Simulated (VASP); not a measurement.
# CdSn2 (Fm-3m) in VASP: notebook

CdSn2 is run at these levels: PBE; tasks: single point, relaxation of cell and atoms.

All numbers are computed with VASP 6.6.1; they aren't measurements. Logs are shortened: lines on timing, memory, paths and dates and some standing lists are left out, and cuts for length are marked.

### 1 The cell of the first run

Symmetry: Fm-3m, No. 225, cubic system. The conventional cell has a = 7.067 Å, b = 7.067 Å, c = 7.067 Å, α = 90.00°, β = 90.00°, γ = 90.00°. Cd (site symmetry m-3m) has 8 Sn at 3.06 Å within 4.0 Å. Sn (site symmetry -43m) has 4 Cd at 3.06 Å and 6 Sn at 3.53 Å within 4.0 Å.

### 2 Single point, PBE

The input, INCAR:

```
SYSTEM = CdSn2
  PREC = Accurate
  ENCUT = 520
  EDIFF = 1E-6
  ISMEAR = 0
  SIGMA = 0.1
  LREAL = .FALSE.
  LASPH = .TRUE.
  NELM = 60
  ALGO = Fast
  ISIF = 2
  LWAVE = .FALSE.
  LCHARG = .FALSE.
  GGA = PE
  NBANDS = 27
```

The input, KPOINTS:

```
Automatic mesh
0
G
  12 12 12
  0 0 0
```

The input, POSCAR:

```
CdSn2
1.0
    0.0000000000      3.5335307220      3.5335307220
    3.5335307220      0.0000000000      3.5335307220
    3.5335307220      3.5335307220      0.0000000000
Cd Sn
1 2
Direct
    0.0000000000      0.0000000000      0.0000000000
    0.2500000000      0.2500000000      0.2500000000
    0.7500000000      0.7500000000      0.7500000000
```

Potentials or basis: VASP PAW PBE potentials, release 64 (Cd, Sn_d).

The run is started by

```sh
$ cat potpaw_PBE.64/Cd/POTCAR potpaw_PBE.64/Sn_d/POTCAR > POTCAR
$ mpirun -np 1 vasp_std > vasp.out
```

OUTCAR:

```text
SYSTEM = CdSn2
   PREC = Accurate
   ENCUT = 520
   EDIFF = 1E-6
   ISMEAR = 0
   LREAL = .FALSE.
   LASPH = .TRUE.
   NELM = 60
   ISIF = 2
   GGA = PE

 ion  position               nearest neighbor table
   1  0.000  0.000  0.000-   3 3.06   3 3.06   3 3.06   2 3.06   3 3.06   2 3.06   2 3.06   2 3.06

   2  0.250  0.250  0.250-   1 3.06   1 3.06   1 3.06   1 3.06   3 3.53   3 3.53   3 3.53   3 3.53
                             3 3.53   3 3.53
   3  0.750  0.750  0.750-   1 3.06   1 3.06   1 3.06   1 3.06   2 3.53   2 3.53   2 3.53   2 3.53
                             2 3.53   2 3.53

  LATTYP: Found a face centered cubic cell.
 ALAT       =     7.0670614440

  Lattice vectors:

 A1 = (   0.0000000000,   3.5335307220,   3.5335307220)
 A2 = (   3.5335307220,   0.0000000000,   3.5335307220)
 A3 = (   3.5335307220,   3.5335307220,   0.0000000000)

Analysis of symmetry for initial positions (statically):
=====================================================================
 Subroutine PRICEL returns:
 Original cell was already a primitive cell.

 Routine SETGRP: Setting up the symmetry group for a
 face centered cubic supercell.

 Subroutine GETGRP returns: Found 48 space group operations
 (whereof 48 operations were pure point group operations)
 out of a pool of 48 trial point group operations.

The static configuration has the point symmetry O_h .

Analysis of symmetry for dynamics (positions and initial velocities):
=====================================================================
 Subroutine PRICEL returns:
 Original cell was already a primitive cell.

 Routine SETGRP: Setting up the symmetry group for a
 face centered cubic supercell.

 Subroutine GETGRP returns: Found 48 space group operations
 (whereof 48 operations were pure point group operations)
 out of a pool of 48 trial point group operations.

The dynamic configuration has the point symmetry O_h .

 Subroutine INISYM returns: Found 48 space group operations
 (whereof 48 operations are pure point group operations),
 and found     1 'primitive' translations

----------------------------------------------------------------------------------------

                                     Primitive cell

  volume of cell :      88.2382

  direct lattice vectors                    reciprocal lattice vectors
     0.000000000  3.533530722  3.533530722    -0.141501529  0.141501529  0.141501529
     3.533530722  0.000000000  3.533530722     0.141501529 -0.141501529  0.141501529
     3.533530722  3.533530722  0.000000000     0.141501529  0.141501529 -0.141501529

  length of vectors
     4.997167070  4.997167070  4.997167070     0.245087838  0.245087838  0.245087838

  position of ions in fractional coordinates (direct lattice)
     0.000000000  0.000000000  0.000000000
     0.250000000  0.250000000  0.250000000
     0.750000000  0.750000000  0.750000000

  ion indices of the primitive-cell ions
   primitive index   ion index
                 1           1
                 2           2
                 3           3

----------------------------------------------------------------------------------------

 KPOINTS: Automatic mesh

Automatic generation of k-mesh.
 Grid dimensions read from file:
 generate k-points for:   12   12   12

 Generating k-lattice:

  Cartesian coordinates                     Fractional coordinates (reciprocal lattice)
    -0.011791794  0.011791794  0.011791794     0.083333333  0.000000000  0.000000000
     0.011791794 -0.011791794  0.011791794     0.000000000  0.083333333  0.000000000
     0.011791794  0.011791794 -0.011791794     0.000000000  0.000000000  0.083333333

  Length of vectors
     0.020423986  0.020423986  0.020423986

  Shift w.r.t. Gamma in fractional coordinates (k-lattice)
     0.000000000  0.000000000  0.000000000

 Subroutine IBZKPT returns following result:
 ===========================================

 Found     72 irreducible k-points:

 Following reciprocal coordinates:
            Coordinates               Weight
  0.000000  0.000000  0.000000      1.000000
  0.083333  0.000000  0.000000      8.000000
  0.166667  0.000000  0.000000      8.000000
  0.250000  0.000000  0.000000      8.000000
  0.333333  0.000000  0.000000      8.000000
  0.416667  0.000000  0.000000      8.000000
[... 16 lines left out ...]
  0.500000  0.166667  0.000000     24.000000
 -0.416667  0.166667  0.000000     24.000000
 [... further k-points ...]
   k-points           NKPTS =     72   k-points in BZ     NKDIM =     72   number of bands    NBANDS=     27
   number of dos      NEDOS =    301   number of ions     NIONS =      3
   total plane-waves  NPLWV =  64000
   dimension x,y,z NGX =    40 NGY =   40 NGZ =   40
   dimension x,y,z NGXF=    80 NGYF=   80 NGZF=   80
   ions per type =               1   2
   NGX,Y,Z   is equivalent  to a cutoff of  13.31, 13.31, 13.31 a.u.
   NGXF,Y,Z  is equivalent  to a cutoff of  26.61, 26.61, 26.61 a.u.
 SYSTEM =  CdSn2
   PREC   = accura    normal or accurate (medium, high low for compatibility)
   ISTART =      0    job   : 0-new  1-cont  2-samecut
   ICHARG =      2    charge: 1-file 2-atom 10-const
   ISPIN  =      1    spin polarized calculation?
   LNONCOLLINEAR =      F non collinear calculations
   LSORBIT =      F    spin-orbit coupling
   LASPH  =      T    aspherical Exc in radial PAW
   ENCUT  =  520.0 eV  38.22 Ry    6.18 a.u.   9.29  9.29  9.29*2*pi/ulx,y,z
   NELM   =     60;   NELMIN=  2; NELMDL= -5     # of ELM steps
   EDIFF  = 0.1E-05   stopping-criterion for ELM
   LREAL  =      F    real-space projection
   EDIFFG = 0.1E-04   stopping-criterion for IOM
   NSW    =      0    number of steps for IOM
   IBRION =     -1    ionic relax: 0-MD 1-quasi-New 2-CG
   NFREE  =      0    steps in history (QN), initial steepest desc. (CG)
   ISIF   =      2    stress and relaxation
   ISYM   =      2    0-nonsym 1-usesym 2-fastsym
   POTIM  = 0.5000    time-step for ionic-motion
   TEBEG  =    0.0;   TEEND  =   0.0 temperature during run
   PSTRESS=    0.0 pullay stress
   NELECT =      40.0000    total number of electrons
   NUPDOWN=      -1.0000    fix difference up-down
   EMIN   =  10.00;   EMAX   =-10.00  energy-range for DOS
   EFERMI =   0.00;   METHOD = LEGACY
   ISMEAR =     0;   SIGMA  =   0.10  broadening in eV -4-tet -1-fermi 0-gaus
   EFERMI_NEDOS =   21; number of points for ismear=-14 and -15
   IALGO  =     68    algorithm
   IMIX   =      4    mixing-type and parameters
     AMIX     =   0.40;   BMIX     =  1.00
     AMIX_MAG =   1.60;   BMIX_MAG =  1.00
  volume/ion in A,a.u.               =      29.41       198.49
  Fermi-wavevector in a.u.,A,eV,Ry     =   1.257600  2.376520 21.518409  1.581558
  Thomas-Fermi vector in A             =   2.391251
   LORBIT       =      0    0 simple, 1 ext, 2 COOP (PROOUT), +10 PAW based schemes
   GGA     = PE    functional components
   LHFCALC =     F    Hartree Fock is set to
   AEXX    =    0.0000 exact exchange contribution
   IVDW    =     0    specifies the selected vdW correction
   LEPSILON=     F    determine dielectric tensor
   LRPA    =     F    only Hartree local field effects (RPA)
 non-spin polarized calculation
 RMM-DIIS sequential band-by-band and
 Gauss-broadening in eV      SIGMA  =   0.10
  energy-cutoff  :      520.00
  volume of cell :       88.24
 maximum number of plane-waves:      2421
 NGX is ok and might be reduce to    40
   NGX = 19   NGY = 19   NGZ = 19

 number of electron      40.0000006 magnetization

 Free energy of the ion-electron system (eV)
  ---------------------------------------------------
  ext. energy  EPLUGINS =         0.00000000
  ---------------------------------------------------
  free energy    TOTEN  =        -8.14145499 eV

  energy without entropy =       -8.13280084  energy(sigma->0) =       -8.13712792

 E-fermi :   5.1233     XC(G=0):  -9.6674

 val. band max:        5.1194272468   @ k =  -0.2500   0.2500   0.0833
 cond. band min:       5.1487282992   @ k =  -0.4167   0.0833   0.0000
 fundamental gap:      0.0293010524
 Fermi energy:         5.1233399311

 k-point     1 :       0.0000    0.0000    0.0000
  band No.  band energies     occupation
      1     -16.4180      2.00000
      2     -16.4180      2.00000
      3     -16.3825      2.00000
      4     -16.3825      2.00000
      5     -16.3825      2.00000
      6     -16.3255      2.00000
[... 19 lines left out ...]
     26       8.7848      0.00000
     27       8.7848      0.00000

 k-point     2 :       0.0833    0.0000    0.0000
  band No.  band energies     occupation
      1     -16.4156      2.00000
      2     -16.4156      2.00000
      3     -16.3817      2.00000
      4     -16.3814      2.00000
      5     -16.3814      2.00000
      6     -16.3264      2.00000
[... 19 lines left out ...]
     26       8.7802      0.00000
     27       8.7802      0.00000

 k-point     3 :       0.1667    0.0000    0.0000
  band No.  band energies     occupation
      1     -16.4084      2.00000
      2     -16.4084      2.00000
      3     -16.3794      2.00000
      4     -16.3783      2.00000
      5     -16.3783      2.00000
      6     -16.3290      2.00000
[... 19 lines left out ...]
     26       8.9457      0.00000
     27       9.6870      0.00000

 k-point     4 :       0.2500    0.0000    0.0000
  band No.  band energies     occupation
      1     -16.3969      2.00000
      2     -16.3969      2.00000
      3     -16.3753      2.00000
      4     -16.3735      2.00000
      5     -16.3735      2.00000
      6     -16.3332      2.00000
[... 19 lines left out ...]
     26       9.4286      0.00000
     27      11.2794      0.00000
[... 516 lines left out ...]
      4     -16.3587      2.00000
      5     -16.3526      2.00000
      6     -16.3468      2.00000
[... 19 lines left out ...]
     26      11.5930      0.00000
     27      12.7985      0.00000

 k-point    23 :       0.5000    0.1667    0.0000
  band No.  band energies     occupation
      1     -16.3799      2.00000
      2     -16.3706      2.00000
      3     -16.3569      2.00000
      4     -16.3546      2.00000
      5     -16.3527      2.00000
      6     -16.3521      2.00000
[... 19 lines left out ...]
     26      11.6729      0.00000
     27      12.3189      0.00000

 k-point    24 :      -0.4167    0.1667    0.0000
  band No.  band energies     occupation
      1     -16.3725      2.00000
      2     -16.3641      2.00000
      3     -16.3629      2.00000
      4     -16.3597      2.00000
      5     -16.3589      2.00000
      6     -16.3466      2.00000
[... 19 lines left out ...]
     26      10.8921      0.00000
     27      12.9640      0.00000

 [... further k-points ...]
[... 5 lines left out ...]
  --------------------------------------------------------------------------------------
  -------------------------------------------------------------------------------------
  Total        0.0099245      0.0099245      0.0099245     -0.0000000      0.0000000     -0.0000000
  in kB        0.1802036      0.1802036      0.1802036     -0.0000000      0.0000000     -0.0000000
  external PRESSURE =       0.1802036 kB  Pullay stress =       0.0000000 kB

 VOLUME and BASIS-vectors are now :
 -----------------------------------------------------------------------------
  energy-cutoff  :      520.00
  volume of cell :       88.24
      direct lattice vectors                 reciprocal lattice vectors
     0.000000000  3.533530722  3.533530722    -0.141501529  0.141501529  0.141501529
     3.533530722  0.000000000  3.533530722     0.141501529 -0.141501529  0.141501529
     3.533530722  3.533530722  0.000000000     0.141501529  0.141501529 -0.141501529

 POSITION                                       TOTAL-FORCE (eV/Angst)
 -----------------------------------------------------------------------------------
      0.00000      0.00000      0.00000         0.000000     -0.000000      0.000000
      1.76677      1.76677      1.76677        -0.000000      0.000000     -0.000000
      5.30030      5.30030      5.30030         0.000000     -0.000000     -0.000000
 -----------------------------------------------------------------------------------
    total drift:                               -0.000000     -0.000000      0.000000

  FREE ENERGIE OF THE ION-ELECTRON SYSTEM (eV)
  ---------------------------------------------------
  free  energy   TOTEN  =        -8.1414549906 eV

  energy  without entropy=       -8.1328008448  energy(sigma->0) =       -8.13712792
```

Run time: 71 s. Hardware: 1 thread of Intel Xeon 6975P-C (Granite Rapids), shared host; peak memory 0.34 GiB.

What came out:

* Free energy: -8.1415 eV
* Pressure: 0.0 GPa
* Band gap on the k mesh: zero (band 20 reaches 5.41 eV, above the bottom of band 21 at 4.98 eV)

Caveat: spin-orbit coupling is left out, which moves the levels of the heavy elements.

### 3 Relaxation of cell and atoms, PBE

This run uses another cell than the first one, of 28.94 Å³/atom, 0.984 times its volume.

The input, INCAR:

```
  PREC = Accurate
  ENCUT = 600
  EDIFF = 1E-6
  ISMEAR = 0
  SIGMA = 0.1
  LREAL = False
  LASPH = True
  NELM = 100
  ALGO = Fast
  ISIF = 3
  LWAVE = False
  LCHARG = False
  GGA = PE
  IBRION = 2
  NSW = 100
  EDIFFG = -0.01
```

The input, KPOINTS:

```
Automatic mesh
0
Gamma
  12 12 12
```

The input, POSCAR:

```
CdSn2
1.0
    0.0000000000      3.5144007835      3.5144007835
    3.5144007835      0.0000000000      3.5144007835
    3.5144007835      3.5144007835      0.0000000000
Cd Sn
1 2
Direct
    0.0000000000      0.0000000000      0.0000000000
    0.2500000000      0.2500000000      0.2500000000
    0.7500000000      0.7500000000      0.7500000000
```

Potentials or basis: VASP PAW PBE potentials, release 64 (Cd, Sn_d).

The run is started by

```sh
$ cat potpaw_PBE.64/Cd/POTCAR potpaw_PBE.64/Sn_d/POTCAR > POTCAR
$ mpirun -np 1 vasp_std > vasp.out
```

It took 2.4 min on 1 thread of Intel Xeon 6975P-C (Granite Rapids), shared host; peak memory 0.37 GiB.

The run converged. Its results:

```yaml
Free_energy: -8.1409 eV
Relaxed_volume: 29.45 Å³/atom
Relaxed_cell: a = 4.999 Å, b = 4.999 Å, c = 4.999 Å, α = 60.00°, β = 60.00°, γ = 60.00°
Space_group_after_relaxing_to_0.05_Å: Fm-3m (No. 225)
Energy_gained_by_relaxing: 1.2 meV/atom
Ionic_steps: 3
Pressure_after_relaxing: 0.0 GPa
Band_gap_on_the_k_mesh: zero (band 20 reaches 5.39 eV, above the bottom of band 21 at 4.97 eV)
```

The path:
| step | energy change (eV) | largest force (eV/Å) | pressure (GPa) | volume (Å³) |
| --- | --- | --- | --- | --- |
| 1 | 0.0000 | 0.0000 | 0.73 | 86.81 |
| 2 | -0.0035 | 0.0000 | -0.07 | 88.49 |
| 3 | -0.0036 | 0.0000 | 0.00 | 88.34 |

Final structure:
```xyz
3
Lattice="0.0000 3.5349 3.5349 3.5349 0.0000 3.5349 3.5349 3.5349 0.0000" Properties=species:S:1:pos:R:3 pbc="T T T"
Cd    0.0000    0.0000    0.0000
Sn    1.7675    1.7675    1.7675
Sn    5.3024    5.3024    5.3024
```

Levels at points of the mesh, in eV from the Fermi level:
```
           k point  band 17  band 18  band 19  band 20  band 21  band 22  band 23  band 24
(0.00, 0.00, 0.00)    -4.06    -0.23    -0.23    -0.23     1.44     1.44     1.44     1.90
(0.50, 0.00, 0.00)    -7.47    -1.75    -0.84    -0.84     0.31     0.52     0.52     5.50
(0.50, 0.50, 0.00)    -5.25    -5.22    -2.78    -2.78     0.77     4.50     4.50     5.54
```

Caveat: spin-orbit coupling is left out, which moves the levels of the heavy elements.
